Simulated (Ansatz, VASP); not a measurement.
# Two plane-wave programs on SnTe

File POSCAR:

```
SnTe
1.0
    3.8660825170      0.0000000000      0.0000000000
    0.0000000000      3.8660825170      0.0000000000
    0.0000000000      0.0000000000      3.8660825170
Sn Te
1 1
Direct
    0.0000000000      0.0000000000      0.0000000000
    0.5000000000      0.5000000000      0.5000000000
```

The input INCAR.step1:

```
PREC = Accurate ; ENCUT = 550
ISMEAR = 0 ; SIGMA = 0.1
LREAL = False ; LASPH = True
NELM = 120 ; NBANDS = 17
GGA = PE ; ALGO = Normal
EDIFF = 1E-5 ; LWAVE = True
LCHARG = False ; GGA_COMPAT = False
```

File INCAR.step2:

```
PREC = Accurate ; ENCUT = 550
EDIFF = 1E-6 ; ISMEAR = 0
SIGMA = 0.1 ; LREAL = False
LASPH = True ; NELM = 120
ALGO = Normal ; ISIF = 2
LWAVE = False ; LCHARG = False
METAGGA = R2SCAN ; LMIXTAU = True
NBANDS = 17 ; ISTART = 1
GGA_COMPAT = False
```

Contents of KPOINTS:

```
regular mesh
0
Gamma
  12 12 12
```

Input for Ansatz:

```yaml
crystal:
  lattice:
    - [3.866082517, 0.0, 0.0]
    - [0.0, 3.866082517, 0.0]
    - [0.0, 0.0, 3.866082517]
  atoms:
    - { symbol: Sn, position: [0.0, 0.0, 0.0] }
    - { symbol: Te, position: [0.5, 0.5, 0.5] }
basis:
  ecutwfc: 500
kpoints:
  mp_grid: { grid: [12, 12, 12] }
hamiltonian:
  xc: r2scan
scf:
  occupations: { method: gaussian, width: 0.1 }
output:
  forces: true
  stress: true
  eigenvalues: true
```

Alike in both runs: task single point; functional r2SCAN; k mesh 12 × 12 × 12; occupations gaussian, width 0.1 eV; no spin polarisation.

|  | VASP | Ansatz |
| --- | --- | --- |
| version | VASP 6.6.1 | Ansatz 0.2.0 |
| potentials or method | VASP PAW PBE potentials, release 64 (Sn_d, Te), cutoff 550 eV | scalar-relativistic, plane waves, PAW |
| valence electrons in the cell | 20 | 30 |

```csv
,VASP,Ansatz,Ansatz less VASP
gap on the k mesh at the Fermi level (eV),none,none,-
pressure (GPa),0.6,0.6,-0.01
```

VASP's potentials were made for PBE, not for r2SCAN. A gap of «none» marks a metal or a gap that the smearing closes. The functional is the same, so the differences come from potentials, cutoffs and numerics. VASP's potentials hold 20 valence electrons a cell and Ansatz's 30, so a difference there can come from the potentials and not from the codes.

Spin-orbit coupling is off throughout.
